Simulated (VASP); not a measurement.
# BOsF6 (R-3) in VASP: single point with r2SCAN

Aim: the single point of BOsF6 with r2SCAN.

All numbers are computed with VASP 6.6.1; they aren't measurements. Logs are shortened: lines on timing, memory, paths and dates and some standing lists are left out, and cuts for length are marked.

## (1) The cell of the first run

Symmetry: R-3, No. 148, trigonal system. The conventional cell has a = 4.601 Å, b = 4.601 Å, c = 12.501 Å, α = 90.00°, β = 90.00°, γ = 120.00°. F (site symmetry 1) has 1 B at 1.61 Å and 1 Os at 2.03 Å within 2.1 Å. Os (site symmetry -3) has 6 F at 2.03 Å within 2.7 Å. B (site symmetry -3) has 6 F at 1.61 Å within 2.1 Å.

## (2) Single point, r2SCAN

The input, POSCAR:

```
BOsF6
1.0
    4.6005504546      0.0000000000      0.0000000000
   -2.3002752273      3.9841935651     -0.0000001501
   -2.3002752273      1.3280646787      4.1671458999
F Os B
6 1 1
Direct
    0.3632128857      0.9302697535      0.2213236249
    0.0697302465      0.2116195073      0.2213236249
    0.7883804927      0.6367871143      0.2213236249
    0.6367871143      0.0697302465      0.7786763751
    0.9302697535      0.7883804927      0.7786763751
    0.2116195073      0.3632128857      0.7786763751
    0.5000000000      0.5000000000      0.5000000000
    0.0000000000      0.0000000000      0.0000000000
```

The input, INCAR.step1:

```
  PREC = Accurate
  ENCUT = 520
  ISMEAR = 1
  SIGMA = 0.0329
  LREAL = False
  LASPH = True
  NELM = 100
  NBANDS = 36
  GGA = PE
  ALGO = Normal
  EDIFF = 1E-4
  LWAVE = True
  LCHARG = False
```

The input, INCAR.step2:

```
  PREC = Accurate
  ENCUT = 520
  EDIFF = 1E-7
  ISMEAR = 1
  SIGMA = 0.0329
  LREAL = False
  LASPH = True
  NELM = 100
  ALGO = Normal
  ISIF = 2
  LWAVE = False
  LCHARG = False
  METAGGA = R2SCAN
  LMIXTAU = True
  NBANDS = 36
  ISTART = 1
```

The input, KPOINTS:

```
regular mesh
0
Gamma
  5 5 5
```

Potentials or basis: VASP PAW PBE potentials, release 64 (F, Os, B).

Launch:

```bash
cat potpaw_PBE.64/F/POTCAR potpaw_PBE.64/Os/POTCAR potpaw_PBE.64/B/POTCAR > POTCAR
cp INCAR.step1 INCAR
mpirun -np 1 vasp_std > vasp.out
cp INCAR.step2 INCAR
mpirun -np 1 vasp_std > vasp.out
```

OUTCAR:

```text
PREC = Accurate
   ENCUT = 520
   EDIFF = 1E-7
   ISMEAR = 1
   LREAL = False
   LASPH = True
   NELM = 100
   ISIF = 2
   METAGGA = R2SCAN
   ISTART = 1

 ion  position               nearest neighbor table
   1  0.363  0.930  0.221-   8 1.61   7 2.03
   2  0.070  0.212  0.221-   8 1.61   7 2.03
   3  0.788  0.637  0.221-   8 1.61   7 2.03
   4  0.637  0.070  0.779-   8 1.61   7 2.03
   5  0.930  0.788  0.779-   8 1.61   7 2.03
   6  0.212  0.363  0.779-   8 1.61   7 2.03
   7  0.500  0.500  0.500-   3 2.03   6 2.03   4 2.03   1 2.03   5 2.03   2 2.03
   8  0.000  0.000  0.000-   1 1.61   4 1.61   3 1.61   6 1.61   5 1.61   2 1.61

  LATTYP: Found a trigonal (rhomboedric) cell.
 ALAT       =     4.9416724763
 COS(alpha) =     0.5666471226

  Lattice vectors:

 A1 = (   0.0000000000,  -2.6561288864,   4.1671460500)
 A2 = (   2.3002752273,   1.3280646787,   4.1671458999)
 A3 = (  -2.3002752273,   1.3280646787,   4.1671458999)

Analysis of symmetry for initial positions (statically):
=====================================================================
 Subroutine PRICEL returns:
 Original cell was already a primitive cell.

 Routine SETGRP: Setting up the symmetry group for a
 trigonal (rhombohedral) supercell.

 Subroutine GETGRP returns: Found  6 space group operations
 (whereof  6 operations were pure point group operations)
 out of a pool of 12 trial point group operations.

The static configuration has the point symmetry S_6 .

Analysis of symmetry for dynamics (positions and initial velocities):
=====================================================================
 Subroutine PRICEL returns:
 Original cell was already a primitive cell.

 Routine SETGRP: Setting up the symmetry group for a
 trigonal (rhombohedral) supercell.

 Subroutine GETGRP returns: Found  6 space group operations
 (whereof  6 operations were pure point group operations)
 out of a pool of 12 trial point group operations.

The dynamic configuration has the point symmetry S_6 .

 Subroutine INISYM returns: Found  6 space group operations
 (whereof  6 operations are pure point group operations),
 and found     1 'primitive' translations

----------------------------------------------------------------------------------------

                                     Primitive cell

  volume of cell :      76.3816

  direct lattice vectors                    reciprocal lattice vectors
     4.600550455  0.000000000  0.000000000     0.217365294  0.125495914  0.079990794
    -2.300275227  3.984193565 -0.000000150     0.000000000  0.250991818 -0.079990808
    -2.300275227  1.328064679  4.167145900     0.000000000  0.000000009  0.239972396

  length of vectors
     4.600550455  4.600550455  4.941672476     0.263430109  0.263430109  0.239972396

  position of ions in fractional coordinates (direct lattice)
     0.363212886  0.930269753  0.221323625
     0.069730247  0.211619507  0.221323625
     0.788380493  0.636787114  0.221323625
     0.636787114  0.069730247  0.778676375
     0.930269753  0.788380493  0.778676375
     0.211619507  0.363212886  0.778676375
     0.500000000  0.500000000  0.500000000
     0.000000000  0.000000000  0.000000000

  ion indices of the primitive-cell ions
   primitive index   ion index
                 1           1
                 2           2
                 3           3
                 4           4
                 5           5
                 6           6
                 7           7
                 8           8

----------------------------------------------------------------------------------------

 KPOINTS: regular mesh

Automatic generation of k-mesh.
 Grid dimensions read from file:
 generate k-points for:    5    5    5

 Generating k-lattice:

  Cartesian coordinates                     Fractional coordinates (reciprocal lattice)
     0.043473059  0.025099183  0.015998159     0.200000000 -0.000000000  0.000000000
     0.000000000  0.050198364 -0.015998162     0.000000000  0.200000000  0.000000000
     0.000000000  0.000000002  0.047994479     0.000000000  0.000000000  0.200000000

  Length of vectors
     0.052686022  0.052686022  0.047994479

  Shift w.r.t. Gamma in fractional coordinates (k-lattice)
     0.000000000  0.000000000  0.000000000

 Subroutine IBZKPT returns following result:
 ===========================================

 Found     23 irreducible k-points:

 Following reciprocal coordinates:
            Coordinates               Weight
  0.000000  0.000000  0.000000      1.000000
  0.200000  0.000000  0.000000      6.000000
  0.400000  0.000000  0.000000      6.000000
  0.200000  0.200000  0.000000      6.000000
  0.400000  0.200000  0.000000      6.000000
  0.400000  0.400000 -0.400000      6.000000
[... 15 lines left out ...]
  0.000000  0.000000  0.400000      2.000000
  0.200000  0.000000  0.400000      6.000000
   k-points           NKPTS =     23   k-points in BZ     NKDIM =     23   number of bands    NBANDS=     36
   number of dos      NEDOS =    301   number of ions     NIONS =      8
   total plane-waves  NPLWV =  51840
   dimension x,y,z NGX =    36 NGY =   36 NGZ =   40
   dimension x,y,z NGXF=    72 NGYF=   72 NGZF=   80
   ions per type =               6   1   1
   NGX,Y,Z   is equivalent  to a cutoff of  13.01, 13.01, 13.46 a.u.
   NGXF,Y,Z  is equivalent  to a cutoff of  26.02, 26.02, 26.91 a.u.
 SYSTEM =  unknown system
   PREC   = accura    normal or accurate (medium, high low for compatibility)
   ISTART =      1    job   : 0-new  1-cont  2-samecut
   ICHARG =      0    charge: 1-file 2-atom 10-const
   ISPIN  =      1    spin polarized calculation?
   LNONCOLLINEAR =      F non collinear calculations
   LSORBIT =      F    spin-orbit coupling
   LASPH  =      T    aspherical Exc in radial PAW
   ENCUT  =  520.0 eV  38.22 Ry    6.18 a.u.   8.55  8.55  9.19*2*pi/ulx,y,z
   NELM   =    100;   NELMIN=  2; NELMDL=  0     # of ELM steps
   EDIFF  = 0.1E-06   stopping-criterion for ELM
   LREAL  =      F    real-space projection
   EDIFFG = 0.1E-05   stopping-criterion for IOM
   NSW    =      0    number of steps for IOM
   IBRION =     -1    ionic relax: 0-MD 1-quasi-New 2-CG
   NFREE  =      0    steps in history (QN), initial steepest desc. (CG)
   ISIF   =      2    stress and relaxation
   ISYM   =      2    0-nonsym 1-usesym 2-fastsym
   POTIM  = 0.5000    time-step for ionic-motion
   TEBEG  =    0.0;   TEEND  =   0.0 temperature during run
   PSTRESS=    0.0 pullay stress
   NELECT =      53.0000    total number of electrons
   NUPDOWN=      -1.0000    fix difference up-down
   EMIN   =  10.00;   EMAX   =-10.00  energy-range for DOS
   EFERMI =   0.00;   METHOD = LEGACY
   ISMEAR =     1;   SIGMA  =   0.03  broadening in eV -4-tet -1-fermi 0-gaus
   EFERMI_NEDOS =   21; number of points for ismear=-14 and -15
   IALGO  =     38    algorithm
   IMIX   =      4    mixing-type and parameters
     AMIX     =   0.40;   BMIX     =  1.00
     AMIX_MAG =   1.60;   BMIX_MAG =  1.00
  volume/ion in A,a.u.               =       9.55        64.43
  Fermi-wavevector in a.u.,A,eV,Ry     =   1.449341  2.738857 28.580239  2.100588
  Thomas-Fermi vector in A             =   2.567078
   LORBIT       =      0    0 simple, 1 ext, 2 COOP (PROOUT), +10 PAW based schemes
   METAGGA = R2SCAN    functional components
   LHFCALC =     F    Hartree Fock is set to
   AEXX    =    0.0000 exact exchange contribution
   IVDW    =     0    specifies the selected vdW correction
   LEPSILON=     F    determine dielectric tensor
   LRPA    =     F    only Hartree local field effects (RPA)
 non-spin polarized calculation
 Methfessel and Paxton  Order N= 1 SIGMA  =   0.03
  energy-cutoff  :      520.00
  volume of cell :       76.38
 maximum number of plane-waves:      2085
 NGX is ok and might be reduce to    36
   NGX = 17   NGY = 17   NGZ = 19

 number of electron      52.9999996 magnetization

 Free energy of the ion-electron system (eV)
  ---------------------------------------------------
  ext. energy  EPLUGINS =         0.00000000
  ---------------------------------------------------
  free energy    TOTEN  =       -93.00389685 eV

  energy without entropy =      -93.00370099  energy(sigma->0) =      -93.00383157

 E-fermi :   2.9028     XC(G=0): -11.6971

 val. band max:        2.9014470059   @ k =   0.0000   0.0000   0.0000
 cond. band min:       2.9087630616   @ k =   0.2000   0.2000  -0.4000
 fundamental gap:      0.0073160558
 Fermi energy:         2.9028123021

 k-point     1 :       0.0000    0.0000    0.0000
  band No.  band energies     occupation
      1     -24.8054      2.00000
      2     -23.0240      2.00000
      3     -22.9536      2.00000
      4     -22.9536      2.00000
      5     -22.5798      2.00000
      6     -22.5798      2.00000
[... 28 lines left out ...]
     35      15.9664      0.00000
     36      16.6171      0.00000

 k-point     2 :       0.2000    0.0000    0.0000
  band No.  band energies     occupation
      1     -24.6910      2.00000
      2     -23.1227      2.00000
      3     -23.0805      2.00000
      4     -23.0338      2.00000
      5     -22.5098      2.00000
      6     -22.4791      2.00000
[... 28 lines left out ...]
     35      15.4845      0.00000
     36      16.0438      0.00000

 k-point     3 :       0.4000    0.0000    0.0000
  band No.  band energies     occupation
      1     -24.4501      2.00000
      2     -23.3983      2.00000
      3     -23.1858      2.00000
      4     -23.1185      2.00000
      5     -22.4339      2.00000
      6     -22.3655      2.00000
[... 28 lines left out ...]
     35      14.8796      0.00000
     36      15.3162      0.00000
[... 703 lines left out ...]
 k-point    22 :       0.0000    0.0000    0.4000
  band No.  band energies     occupation
      1     -24.5106      2.00000
      2     -23.4100      2.00000
      3     -23.1518      2.00000
      4     -23.1518      2.00000
      5     -22.3562      2.00000
      6     -22.3562      2.00000
[... 28 lines left out ...]
     35      14.8308      0.00000
     36      16.7250      0.00000

 k-point    23 :       0.2000    0.0000    0.4000
  band No.  band energies     occupation
      1     -24.4495      2.00000
      2     -23.3840      2.00000
      3     -23.2021      2.00000
      4     -23.1422      2.00000
      5     -22.4168      2.00000
      6     -22.3643      2.00000
[... 28 lines left out ...]
     35      14.6305      0.00000
     36      15.4060      0.00000

------------------------ aborting loop because EDIFF is reached ----------------------------------------

  FORCE on cell =-STRESS in cart. coord.  units (eV):
  Direction    XX          YY          ZZ          XY          YZ          ZX
  --------------------------------------------------------------------------------------
  -------------------------------------------------------------------------------------
  Total        0.5629268      0.5629268      0.6233468     -0.0000392      0.0000000     -0.0000000
  in kB       11.8079242     11.8079242     13.0752922     -0.0008232      0.0000000     -0.0000000
  external PRESSURE =      12.2303802 kB  Pullay stress =       0.0000000 kB

 VOLUME and BASIS-vectors are now :
 -----------------------------------------------------------------------------
  energy-cutoff  :      520.00
  volume of cell :       76.38
      direct lattice vectors                 reciprocal lattice vectors
     4.600550455  0.000000000  0.000000000     0.217365294  0.125495914  0.079990794
    -2.300275227  3.984193565 -0.000000150     0.000000000  0.250991818 -0.079990808
    -2.300275227  1.328064679  4.167145900     0.000000000  0.000000009  0.239972396

 POSITION                                       TOTAL-FORCE (eV/Angst)
 -----------------------------------------------------------------------------------
     -0.97800      4.00031      0.92229        -0.041572      0.097095     -0.062145
     -0.67509      1.13707      0.92229        -0.063301     -0.084549     -0.062145
      1.65309      2.83102      0.92229         0.104872     -0.012545     -0.062145
      0.97800      1.31195      3.24486         0.041572     -0.097095      0.062145
      0.67509      4.17519      3.24486         0.063301      0.084549      0.062145
     -1.65309      2.48124      3.24486        -0.104872      0.012545      0.062145
      0.00000      2.65613      2.08357        -0.000000     -0.000000     -0.000000
      0.00000      0.00000      0.00000        -0.000000      0.000000     -0.000000
 -----------------------------------------------------------------------------------
    total drift:                                0.000000      0.000000     -0.000000

  FREE ENERGIE OF THE ION-ELECTRON SYSTEM (eV)
  ---------------------------------------------------
  free  energy   TOTEN  =       -93.0038968514 eV

  energy  without entropy=      -93.0037009946  energy(sigma->0) =      -93.00383157
```

Wall time 24 min (1 thread of Oxide Virtual Turin-like, shared host); peak memory 0.25 GiB.

Results:

```yaml
Free_energy: -93.0039 eV
Pressure: 1.2 GPa
Largest_force: 0.123 eV/Å
```

Forces on the atoms (eV/Å):
```
F   -0.042  0.097 -0.062
F   -0.063 -0.085 -0.062
F    0.105 -0.013 -0.062
F    0.042 -0.097  0.062
F    0.063  0.085  0.062
F   -0.105  0.013  0.062
Os   0.000  0.000  0.000
B    0.000  0.000  0.000
```

Stress tensor (GPa, compression positive):
```
1.18 0.00 0.00
0.00 1.18 0.00
0.00 0.00 1.31
```

Caveat: the PAW data sets were made with another functional, which shifts forces and pressure a little; spin-orbit coupling is left out, which moves the levels of the heavy elements; an odd number of electrons without spin polarisation forces a metal; a magnetic or distorted state may lie lower.
